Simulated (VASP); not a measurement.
# H (P6_3/mmc) in VASP: a series of runs

The runs below take H through single point, relaxation of cell and atoms, with r2SCAN.

All numbers are computed with VASP 6.6.1; they aren't measurements. Logs are shortened: lines on timing, memory, paths and dates and some standing lists are left out, and cuts for length are marked.

## (1) The cell of the first run

It takes space group P6_3/mmc (No. 194, hexagonal). The conventional cell has a = 5.226 Å, b = 5.226 Å, c = 0.975 Å, α = 90.00°, β = 90.00°, γ = 120.00°. Within 1.3 Å of H (site symmetry -6m2) lie 2 H at 0.98 Å.

## (2) Single point, r2SCAN

Input file POSCAR:

```
H
1.0
    5.2261243348      0.0000000000      0.0000000000
   -2.6130621674      4.5259564372      0.0000000000
    0.0000000000      0.0000000000      0.9754384207
H
2
Direct
    0.3333333333      0.6666666667      0.2500000000
    0.6666666667      0.3333333333      0.7500000000
```

Input file INCAR.step1:

```
SYSTEM = H
ALGO = Normal
EDIFF = 1E-4
ENCUT = 520
GGA = PE
ISMEAR = 0
LASPH = .True.
LCHARG = .False.
LREAL = .False.
LWAVE = .True.
NBANDS = 8
NELM = 100
PREC = Accurate
SIGMA = 0.02
```

Input file INCAR.step2:

```
SYSTEM = H
ALGO = Normal
EDIFF = 1E-6
ENCUT = 520
ISIF = 2
ISMEAR = 0
ISTART = 1
LASPH = .True.
LCHARG = .True.
LELF = .True.
LMIXTAU = .True.
LREAL = .False.
LVHAR = .True.
LWAVE = .False.
METAGGA = R2SCAN
NBANDS = 8
NELM = 100
PREC = Accurate
SIGMA = 0.02
```

Input file KPOINTS:

```
k-points
0
Gamma
  6 6 22
  0 0 0
```

Potentials or basis: VASP PAW PBE potentials, release 64 (H).

Command:

```
$ cat potpaw_PBE.64/H/POTCAR > POTCAR
$ cp INCAR.step1 INCAR
$ mpirun -np 1 vasp_std > vasp.out
$ cp INCAR.step2 INCAR
$ mpirun -np 1 vasp_std > vasp.out
```

OUTCAR:

```text
SYSTEM = H
   EDIFF = 1E-6
   ENCUT = 520
   ISIF = 2
   ISMEAR = 0
   ISTART = 1
   LASPH = .True.
   LREAL = .False.
   METAGGA = R2SCAN
   NELM = 100
   PREC = Accurate

 ion  position               nearest neighbor table
   1  0.333  0.667  0.250-
   2  0.667  0.333  0.750-

  LATTYP: Found a hexagonal cell.
 ALAT       =     5.2261243348
 C/A-ratio  =     0.1866466158

  Lattice vectors:

 A1 = (   5.2261243348,   0.0000000000,   0.0000000000)
 A2 = (  -2.6130621674,   4.5259564372,   0.0000000000)
 A3 = (   0.0000000000,   0.0000000000,   0.9754384207)

Analysis of symmetry for initial positions (statically):
=====================================================================
 Subroutine PRICEL returns:
 Original cell was already a primitive cell.

 Routine SETGRP: Setting up the symmetry group for a
 hexagonal supercell.

 Subroutine GETGRP returns: Found 24 space group operations
 (whereof 12 operations were pure point group operations)
 out of a pool of 24 trial point group operations.

The static configuration has the point symmetry D_3d.
 The point group associated with its full space group is D_6h.

Analysis of symmetry for dynamics (positions and initial velocities):
=====================================================================
 Subroutine PRICEL returns:
 Original cell was already a primitive cell.

 Routine SETGRP: Setting up the symmetry group for a
 hexagonal supercell.

 Subroutine GETGRP returns: Found 24 space group operations
 (whereof 12 operations were pure point group operations)
 out of a pool of 24 trial point group operations.

The dynamic configuration has the point symmetry D_3d.
 The point group associated with its full space group is D_6h.

 Subroutine INISYM returns: Found 24 space group operations
 (whereof 12 operations are pure point group operations),
 and found     1 'primitive' translations

----------------------------------------------------------------------------------------

                                     Primitive cell

  volume of cell :      23.0723

  direct lattice vectors                    reciprocal lattice vectors
     5.226124335  0.000000000  0.000000000     0.191346385  0.110473887  0.000000000
    -2.613062167  4.525956437  0.000000000     0.000000000  0.220947774  0.000000000
     0.000000000  0.000000000  0.975438421     0.000000000  0.000000000  1.025180041

  length of vectors
     5.226124335  5.226124335  0.975438421     0.220947774  0.220947774  1.025180041

  position of ions in fractional coordinates (direct lattice)
[... 84 lines left out ...]
   NFREE  =      0    steps in history (QN), initial steepest desc. (CG)
   ISIF   =      2    stress and relaxation
   ISYM   =      2    0-nonsym 1-usesym 2-fastsym
   POTIM  = 0.5000    time-step for ionic-motion
   TEBEG  =    0.0;   TEEND  =   0.0 temperature during run
   PSTRESS=    0.0 pullay stress
   NELECT =       2.0000    total number of electrons
   NUPDOWN=      -1.0000    fix difference up-down
   EMIN   =  10.00;   EMAX   =-10.00  energy-range for DOS
   EFERMI =   0.00;   METHOD = LEGACY
   ISMEAR =     0;   SIGMA  =   0.02  broadening in eV -4-tet -1-fermi 0-gaus
   EFERMI_NEDOS =   21; number of points for ismear=-14 and -15
   IALGO  =     38    algorithm
   IMIX   =      4    mixing-type and parameters
     AMIX     =   0.40;   BMIX     =  1.00
     AMIX_MAG =   1.60;   BMIX_MAG =  1.00
  volume/ion in A,a.u.               =      11.54        77.85
  Fermi-wavevector in a.u.,A,eV,Ry     =   0.724527  1.369158  7.142243  0.524940
  Thomas-Fermi vector in A             =   1.815020
   LORBIT       =      0    0 simple, 1 ext, 2 COOP (PROOUT), +10 PAW based schemes
   METAGGA = R2SCAN    functional components
   LHFCALC =     F    Hartree Fock is set to
   AEXX    =    0.0000 exact exchange contribution
   IVDW    =     0    specifies the selected vdW correction
   LEPSILON=     F    determine dielectric tensor
   LRPA    =     F    only Hartree local field effects (RPA)
 non-spin polarized calculation
 Gauss-broadening in eV      SIGMA  =   0.02
  energy-cutoff  :      520.00
  volume of cell :       23.07
 maximum number of plane-waves:       658
 NGX is ok and might be reduce to    40

 number of electron       1.9999999 magnetization

 Free energy of the ion-electron system (eV)
  ---------------------------------------------------
  ext. energy  EPLUGINS =         0.00000000
  ---------------------------------------------------
  free energy    TOTEN  =        -6.15448189 eV

  energy without entropy =       -6.15448189  energy(sigma->0) =       -6.15448189

 E-fermi :  -3.7718     XC(G=0):  -4.9831

 val. band max:       -3.8790347658   @ k =   0.0000   0.0000   0.2273
 cond. band min:      -1.1344526371   @ k =   0.0000   0.0000   0.2727
 fundamental gap:      2.7445821287
 Fermi energy:        -3.7717512678

 k-point     1 :       0.0000    0.0000    0.0000
  band No.  band energies     occupation
      1     -13.4090      2.00000
      2     -12.4109      2.00000
      3       2.8947      0.00000
      4       3.0618      0.00000
      5       3.0619      0.00000
      6       4.9204      0.00000
      7       4.9204      0.00000
      8      12.5526      0.00000
[... 243 lines left out ...]
 k-point    24 :       0.3333    0.0000    0.1364
  band No.  band energies     occupation
      1     -10.1331      2.00000
      2      -9.5597      2.00000
      3       4.2740      0.00000
      4       5.2186      0.00000
      5       7.0986      0.00000
      6      10.3723      0.00000
      7      11.2487      0.00000
      8      12.6730      0.00000

 [... further k-points ...]

------------------------ aborting loop because EDIFF is reached ----------------------------------------

  FORCE on cell =-STRESS in cart. coord.  units (eV):
  Direction    XX          YY          ZZ          XY          YZ          ZX
  --------------------------------------------------------------------------------------
  -------------------------------------------------------------------------------------
  Total       -0.0260229     -0.0260229      0.0123716      0.0000000      0.0000000      0.0000000
  in kB       -1.8070750     -1.8070750      0.8591083      0.0000000      0.0000000      0.0000000
  external PRESSURE =      -0.9183472 kB  Pullay stress =       0.0000000 kB

 VOLUME and BASIS-vectors are now :
 -----------------------------------------------------------------------------
  energy-cutoff  :      520.00
  volume of cell :       23.07
      direct lattice vectors                 reciprocal lattice vectors
     5.226124335  0.000000000  0.000000000     0.191346385  0.110473887  0.000000000
    -2.613062167  4.525956437  0.000000000     0.000000000  0.220947774  0.000000000
     0.000000000  0.000000000  0.975438421     0.000000000  0.000000000  1.025180041

 POSITION                                       TOTAL-FORCE (eV/Angst)
 -----------------------------------------------------------------------------------
     -0.00000      3.01730      0.24386         0.000000     -0.000000     -0.000000
      2.61306      1.50865      0.73158        -0.000000      0.000000      0.000000
 -----------------------------------------------------------------------------------
    total drift:                               -0.000000     -0.000000      0.000000

  FREE ENERGIE OF THE ION-ELECTRON SYSTEM (eV)
  ---------------------------------------------------
  free  energy   TOTEN  =        -6.1544818881 eV

  energy  without entropy=       -6.1544818881  energy(sigma->0) =       -6.15448189
```

OUTCAR.step1:

```text
SYSTEM = H
   EDIFF = 1E-4
   ENCUT = 520
   GGA = PE
   ISMEAR = 0
   LASPH = .True.
[... 488 lines left out ...]
 -----------------------------------------------------------------------------------
     -0.00000      3.01730      0.24386        -0.000000      0.000000     -0.000000
      2.61306      1.50865      0.73158         0.000000      0.000000      0.000000
 -----------------------------------------------------------------------------------
    total drift:                               -0.000000     -0.000000      0.000000

  FREE ENERGIE OF THE ION-ELECTRON SYSTEM (eV)
  ---------------------------------------------------
  free  energy   TOTEN  =        -6.0821502170 eV

  energy  without entropy=       -6.0821502170  energy(sigma->0) =       -6.08215022
```

OSZICAR.step1:

```text
N       E                     dE             d eps       ncg     rms          rms(c)
DAV:   1    -0.382148376074E+01   -0.38215E+01   -0.12078E+03  1344   0.199E+02
DAV:   2    -0.631803851216E+01   -0.24966E+01   -0.21976E+01  1856   0.198E+01
DAV:   3    -0.635124929176E+01   -0.33211E-01   -0.33211E-01  1616   0.239E+00
DAV:   4    -0.635129884254E+01   -0.49551E-04   -0.49551E-04  2016   0.110E-01
DAV:   5    -0.635129889679E+01   -0.54248E-07   -0.54251E-07  1528   0.336E-03    0.266E+00
DAV:   6    -0.618446965676E+01    0.16683E+00   -0.52208E-02  1440   0.726E-01    0.156E+00
DAV:   7    -0.607809445886E+01    0.10638E+00   -0.14754E-01  1416   0.125E+00    0.192E-01
DAV:   8    -0.608212894730E+01   -0.40345E-02   -0.12798E-03  1576   0.207E-01    0.588E-02
DAV:   9    -0.608215021705E+01   -0.21270E-04   -0.28826E-04  1440   0.587E-02
   1 F= -.60821502E+01 E0= -.60821502E+01  d E =-.141939E-25
```

Wall time 31 s (1 thread of Intel Xeon Platinum 8488C (Sapphire Rapids), shared host); peak memory 0.13 GiB.

Results:

| Item | Value |
| --- | --- |
| Free energy | -6.1545 eV |
| Pressure | -0.1 GPa |
| Band gap on the k mesh | zero (bands 1 and 2 overlap by 37.06 eV) |

Caveat: the PAW data sets were made with another functional, which shifts forces and pressure a little.

## (3) Single point, r2SCAN

This run uses another cell than the first one: it holds 4 atoms, not 2.

Input file POSCAR:

```
H
1.0
    3.9503721088      0.0000000000      0.0000000000
   -1.9751860544      3.4211226007      0.0000000000
    0.0000000000      0.0000000000      5.8026558944
H
4
Direct
    0.3333333333      0.6666666667      0.1861058308
    0.6666666667      0.3333333333      0.6861058308
    0.6666666667      0.3333333333      0.8138941692
    0.3333333333      0.6666666667      0.3138941692
```

Input file INCAR.step1:

```
PREC     = Accurate       # precision mode
ENCUT    = 520            # plane-wave cutoff, eV
ISMEAR   = 0              # smearing method
SIGMA    = 0.02           # smearing width, eV
LREAL    = F              # projectors in reciprocal space
LASPH    = T              # aspherical terms in the spheres
NELM     = 80             # most SCF steps
NBANDS   = 10             # bands
GGA      = PE             # functional
ALGO     = Normal         # electronic algorithm
EDIFF    = 1E-4           # SCF threshold, eV
LWAVE    = T              # write WAVECAR
LCHARG   = F              # write CHGCAR
```

Input file INCAR.step2:

```
PREC     = Accurate       # precision mode
ENCUT    = 520            # plane-wave cutoff, eV
EDIFF    = 1E-6           # SCF threshold, eV
ISMEAR   = 0              # smearing method
SIGMA    = 0.02           # smearing width, eV
LREAL    = F              # projectors in reciprocal space
LASPH    = T              # aspherical terms in the spheres
NELM     = 80             # most SCF steps
ALGO     = Normal         # electronic algorithm
ISIF     = 2              # what is computed and relaxed
LWAVE    = F              # write WAVECAR
LCHARG   = F              # write CHGCAR
METAGGA  = R2SCAN         # meta-GGA
LMIXTAU  = T            
NBANDS   = 10             # bands
ISTART   = 1
```

Input file KPOINTS:

```
regular mesh
0
Gamma
  9 9 4
```

Potentials or basis: VASP PAW PBE potentials, release 64 (H).

Command:

```
$ cat potpaw_PBE.64/H/POTCAR > POTCAR
$ cp INCAR.step1 INCAR
$ mpirun -np 1 vasp_std > vasp.out
$ cp INCAR.step2 INCAR
$ mpirun -np 1 vasp_std > vasp.out
```

It took 73 s on 1 thread of Intel Xeon Platinum 8488C (Sapphire Rapids), shared host; peak memory 0.2 GiB.

The run converged. Its results:

```
Free energy            : -13.8094 eV
Pressure               : -0.1 GPa
Largest force          : 0.004 eV/Å
Band gap on the k mesh : 10.24 eV (least direct gap 10.26 eV)
```

Forces in eV/Å, atoms in the order of the input:
```
H    0.000  0.000 -0.004
H    0.000  0.000 -0.004
H    0.000  0.000  0.004
H    0.000  0.000  0.004
```

Levels at points of the mesh, in eV from the valence-band top:
```csv
k point,band 1,band 2,band 3,band 4,band 5,band 6,band 7
"(0.00, 0.00, 0.00)",-0.80,-0.02,10.24,12.76,16.04,16.56,18.52
"(0.00, 0.00, 0.50)",-0.43,-0.43,11.30,11.30,17.09,17.09,19.26
```

Caveat: the PAW data sets were made with another functional, which shifts forces and pressure a little; an odd mesh through Γ misses points on the zone boundary, where band edges can lie.

## (4) Relaxation of cell and atoms, r2SCAN

This run uses another cell than the first one, of 11.36 Å³/atom.

Input file POSCAR:

```
H
1.0
    5.2028728865      0.0000000000      0.0000000000
   -2.6014364433      4.5058200924      0.0000000000
    0.0000000000      0.0000000000      0.9695505773
H
2
Direct
    0.3333333333      0.6666666667      0.2500000000
    0.6666666667      0.3333333333      0.7500000000
```

Input file INCAR.step1:

```
SYSTEM = H
ALGO = Normal ; EDIFF = 1E-4
ENCUT = 600 ; GGA = PE
ISMEAR = 0 ; LASPH = .TRUE.
LCHARG = .FALSE. ; LREAL = .FALSE.
LWAVE = .TRUE. ; NELM = 60
PREC = Accurate ; SIGMA = 0.02
```

Input file INCAR.step2:

```
SYSTEM = H
ALGO = Normal ; EDIFF = 1E-6
EDIFFG = -0.01 ; ENCUT = 600
IBRION = 2 ; ISIF = 3
ISMEAR = 0 ; ISTART = 1
LASPH = .TRUE. ; LCHARG = .FALSE.
LMIXTAU = .TRUE. ; LREAL = .FALSE.
LWAVE = .FALSE. ; METAGGA = R2SCAN
NELM = 60 ; NSW = 100
PREC = Accurate ; SIGMA = 0.02
```

Input file KPOINTS:

```
k-points
0
G
  6 6 22
  0 0 0
```

Command:

```
$ cat potpaw_PBE.64/H/POTCAR > POTCAR
$ cp INCAR.step1 INCAR
$ mpirun -np 1 vasp_std > vasp.out
$ cp INCAR.step2 INCAR
$ mpirun -np 1 vasp_std > vasp.out
```

Wall time 64 s (1 thread of Intel Xeon Platinum 8488C (Sapphire Rapids), shared host); peak memory 0.14 GiB.

The run converged. Its results:

```
Free energy                           : -6.1553 eV
Relaxed volume                        : 11.44 Å³/atom
Relaxed cell                          : a = 5.202 Å, b = 5.202 Å, c = 0.976 Å, α = 90.00°, β = 90.00°, γ = 120.00°
Space group after relaxing (to 0.1 Å) : P6_3/mmc (No. 194)
Energy gained by relaxing             : 0.3 meV/atom
Ionic steps                           : 3
Pressure after relaxing               : 0.0 GPa
Band gap on the k mesh                : zero (bands 1 and 2 overlap by 37.00 eV)
```

The path:
```tsv
step	energy change (eV)	largest force (eV/Å)	pressure (GPa)	volume (Å³)
1	0.0000	0.0000	0.42	22.73
2	-0.0006	0.0000	0.12	22.83
3	-0.0006	0.0000	-0.02	22.87
```

Final structure:
```
CELL_PARAMETERS angstrom
5.20162 0.00000 0.00000
-2.60081 4.50473 0.00000
0.00000 0.00000 0.97612
ATOMIC_POSITIONS crystal
H 0.33333 0.66667 0.25000
H 0.66667 0.33333 0.75000
```

Levels at points of the mesh, in eV from the Fermi level:
| k point | band 1 | band 2 | band 3 | band 4 | band 5 |
| --- | --- | --- | --- | --- | --- |
| (0.00, 0.00, 0.00) | -9.63 | -8.61 | 6.71 | 6.87 | 6.87 |
| (0.50, 0.00, 0.00) | -9.31 | -8.97 | 4.75 | 5.78 | 8.52 |
| (0.00, 0.00, 0.50) | 27.85 | 27.85 | 36.84 | 36.84 | 46.74 |
| (0.50, 0.00, 0.50) | 27.86 | 27.86 | 36.81 | 36.81 | 45.04 |

Caveat: the PAW data sets were made with another functional, which shifts forces and pressure a little.

## (5) Relaxation of cell and atoms, r2SCAN

This run uses another cell than the first one: it holds 4 atoms, not 2.

Input file POSCAR:

```
H
1.0
    3.9503721088      0.0000000000      0.0000000000
   -1.9751860544      3.4211226007      0.0000000000
    0.0000000000      0.0000000000      5.8026558944
H
4
Direct
    0.3333333333      0.6666666667      0.1861058308
    0.6666666667      0.3333333333      0.6861058308
    0.6666666667      0.3333333333      0.8138941692
    0.3333333333      0.6666666667      0.3138941692
```

Input file INCAR.step1:

```
PREC = Accurate ; ENCUT = 600
ISMEAR = 0 ; SIGMA = 0.02
LREAL = False ; LASPH = True
NELM = 60 ; GGA = PE
ALGO = Normal ; EDIFF = 1E-4
LWAVE = True ; LCHARG = False
```

Input file INCAR.step2:

```
PREC = Accurate ; ENCUT = 600
EDIFF = 1E-6 ; ISMEAR = 0
SIGMA = 0.02 ; LREAL = False
LASPH = True ; NELM = 60
ALGO = Normal ; ISIF = 3
LWAVE = False ; LCHARG = False
METAGGA = R2SCAN ; LMIXTAU = True
IBRION = 2 ; NSW = 100
EDIFFG = -0.01 ; ISTART = 1
```

Input file KPOINTS:

```
regular mesh
0
Gamma
  9 9 4
```

Command:

```
$ cat potpaw_PBE.64/H/POTCAR > POTCAR
$ cp INCAR.step1 INCAR
$ mpirun -np 1 vasp_std > vasp.out
$ cp INCAR.step2 INCAR
$ mpirun -np 1 vasp_std > vasp.out
```

Run time: 50 s. Hardware: 1 thread of Intel Xeon Platinum 8488C (Sapphire Rapids), shared host; peak memory 0.21 GiB.

Results (log left out):

- Free energy: -13.8138 eV
- Pressure after relaxing: 0.0 GPa
- Band gap on the k mesh: 10.25 eV (least direct gap 10.27 eV)

Forces on the atoms (eV/Å):
```
H    0.000  0.000  0.002
H    0.000  0.000  0.002
H    0.000  0.000 -0.002
H    0.000  0.000 -0.002
```

Final structure:
```
H
1.0
     3.95037    0.00000    0.00000
    -1.97519    3.42112    0.00000
     0.00000    0.00000    5.80266
H
4
Direct
  0.33333 0.66667 0.18611
  0.66667 0.33333 0.68611
  0.66667 0.33333 0.81389
  0.33333 0.66667 0.31389
```

Levels at points of the mesh, in eV from the valence-band top:
| k point | band 1 | band 2 | band 3 | band 4 | band 5 | band 6 |
| --- | --- | --- | --- | --- | --- | --- |
| (0.00, 0.00, 0.00) | -0.80 | -0.02 | 10.25 | 12.77 | 16.05 | 16.56 |
| (0.00, 0.00, 0.50) | -0.43 | -0.43 | 11.30 | 11.30 | 17.10 | 17.10 |

Caveat: the relaxation stopped at its first step, so nothing moved; the PAW data sets were made with another functional, which shifts forces and pressure a little; an odd mesh through Γ misses points on the zone boundary, where band edges can lie.

## (6) The runs side by side

| task | cell | k mesh | cutoff (eV) | gap on the mesh (eV) | pressure (GPa) |
| --- | --- | --- | --- | --- | --- |
| single point | a = 5.226, b = 5.226, c = 0.975 Å, angles 90.0, 90.0, 120.0°, 2 atoms, atomic positions A | 6 × 6 × 22 | 520 | none | -0.1 |
| single point | a = 3.950, b = 3.950, c = 5.803 Å, angles 90.0, 90.0, 120.0°, 4 atoms, atomic positions B | 9 × 9 × 4 | 520 | 10.24 | -0.1 |
| relaxation of cell and atoms | relaxed from a = 5.203, b = 5.203, c = 0.970 Å, angles 90.0, 90.0, 120.0°, 2 atoms, atomic positions A | 6 × 6 × 22 | 600 | none | 0.0 |
| relaxation of cell and atoms | relaxed from a = 3.950, b = 3.950, c = 5.803 Å, angles 90.0, 90.0, 120.0°, 4 atoms, atomic positions B | 9 × 9 × 4 | 600 | 10.25 | 0.0 |

Alike in all rows: level r2SCAN; potentials or basis VASP PAW PBE potentials, release 64 (H); no spin polarisation; smearing gaussian 0.02 eV.

Caveats: the PAW data sets were made with another functional, which shifts forces and pressure a little; an odd mesh through Γ misses points on the zone boundary, where band edges can lie (at least some runs); the relaxation stopped at its first step, so nothing moved (at least some runs).

Total energies depend on the potentials used, so only differences within one code and one set of settings carry meaning.
